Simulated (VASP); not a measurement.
Set up this calculation in VASP 6.6.1, as the native input.

```yaml
Task: single point
Functional: PBEsol
Potentials_or_basis: VASP PAW PBE potentials, release 64 (Na_pv, F)
Cutoff: 520 eV
k_mesh: 10 × 10 × 10
Occupations: gaussian, width 0.01 eV
Spin: no spin polarisation
Dipole_correction: no
Further_INCAR_settings: ALGO = Normal; EDIFF = 1e-06; NBANDS = 14
```

The structure of NaF lies in POSCAR:

```
NaF
1.0
    0.0000000000      2.3266736243      2.3266736243
    2.3266736243      0.0000000000      2.3266736243
    2.3266736243      2.3266736243      0.0000000000
Na F
1 1
Direct
    0.0000000000      0.0000000000      0.0000000000
    0.5000000000      0.5000000000      0.5000000000
```

These files were run (other wordings do the same):

INCAR

```
PREC = Accurate
ENCUT = 520
EDIFF = 1E-6
ISMEAR = 0
SIGMA = 0.01
LREAL = False
LASPH = True
NELM = 60
ALGO = Normal
ISIF = 2
LWAVE = False
LCHARG = True
GGA = PS
LELF = True
LVHAR = True
NBANDS = 14
```

KPOINTS

```
Automatic mesh
0
Gamma
  10 10 10
```

Potentials or basis: VASP PAW PBE potentials, release 64 (Na_pv, F).

Launch:

```console
$ cat potpaw_PBE.64/Na_pv/POTCAR potpaw_PBE.64/F/POTCAR > POTCAR
$ mpirun -np 1 vasp_std > vasp.out
```

Results of the run:

- Pressure: -0.8 GPa
- Band gap on the k mesh: 6.10 eV

Caveat: the PAW data sets were made with another functional, which shifts forces and pressure a little.

Run time: 15 s on 1 thread of Intel Xeon 8259CL (shared host), peak memory 0.14 GiB.
